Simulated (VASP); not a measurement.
Wanted: the native input for a VASP 6.6.1 run.

```
Task                   : single point
Functional             : LDA
Potentials or basis    : VASP PAW LDA potentials, release 64 (Sr_sv, Ni, F)
Cutoff                 : 520 eV
k mesh                 : 4 × 4 × 4
Occupations            : gaussian, width 0.05 eV
Spin                   : collinear spin, zero start
Starting moments       : [0.0, 0.0, 0.0, 0.0, 0.0, 0.0, 0.0, 0.0] μB
Hubbard terms          : Ni d U = 2.0 eV, J = 0.7 eV
Dipole correction      : no
LDAUTYPE               : 1
Hund's J               : 0.7
Further INCAR settings : ALGO = Normal; EDIFF = 1e-07; NBANDS = 45
```

The structure of SrNiF6 lies in POSCAR:

```
SrNiF6
1.0
    3.5370014100      2.0420887200      2.2186700300
   -3.5370014100      2.0420887200      2.2186700300
    0.0000000000     -4.0841774300      2.2186700300
Sr Ni F
1 1 6
Direct
    0.5000000000      0.5000000000      0.5000000000
    0.0000000000      0.0000000000      0.0000000000
    0.2760000000      0.9160000000      0.2760000000
    0.2760000000      0.2760000000      0.9160000000
    0.9160000000      0.2760000000      0.2760000000
    0.7240000000      0.0840000000      0.7240000000
    0.0840000000      0.7240000000      0.7240000000
    0.7240000000      0.7240000000      0.0840000000
```

One way to write it, as run:

INCAR

```
SYSTEM = SrNiF6
  PREC = Accurate
  ENCUT = 520
  EDIFF = 1E-7
  ISMEAR = 0
  SIGMA = 0.05
  LREAL = .FALSE.
  LASPH = .TRUE.
  NELM = 150
  ALGO = Normal
  ISIF = 2
  LWAVE = .FALSE.
  LCHARG = .FALSE.
  ISPIN = 2
  MAGMOM = 0 0 0 0 0 0 0 0
  LORBIT = 11
  LMAXMIX = 4
  LDAU = .TRUE.
  LDAUTYPE = 1
  LDAUL = -1 2 -1
  LDAUU = 0 2 0
  LDAUJ = 0 0.7 0
  LDAUPRINT = 1
  GGA = CA
  NBANDS = 45
```

KPOINTS

```
regular mesh
0
G
  4 4 4
  0 0 0
```

Potentials or basis: VASP PAW LDA potentials, release 64 (Sr_sv, Ni, F).

Run with:

```sh
$ cat potpaw_LDA.64/Sr_sv/POTCAR potpaw_LDA.64/Ni/POTCAR potpaw_LDA.64/F/POTCAR > POTCAR
$ mpirun -np 1 vasp_std > vasp.out
```

It gave:

```yaml
Pressure: -8.0 GPa
Largest_force: 0.855 eV/Å
Band_gap_on_the_k_mesh: 1.22 eV, indirect (least direct gap 1.23 eV)
Net_moment: 0.00 μB per cell
Valence_electrons_inside_the_program's_atomic_spheres: Sr 7.88; Ni 9.43; F 6.02
```

Wall time 66 s on 1 thread of AMD EPYC 9R45 (Zen 5) (shared host), peak memory 0.2 GiB.
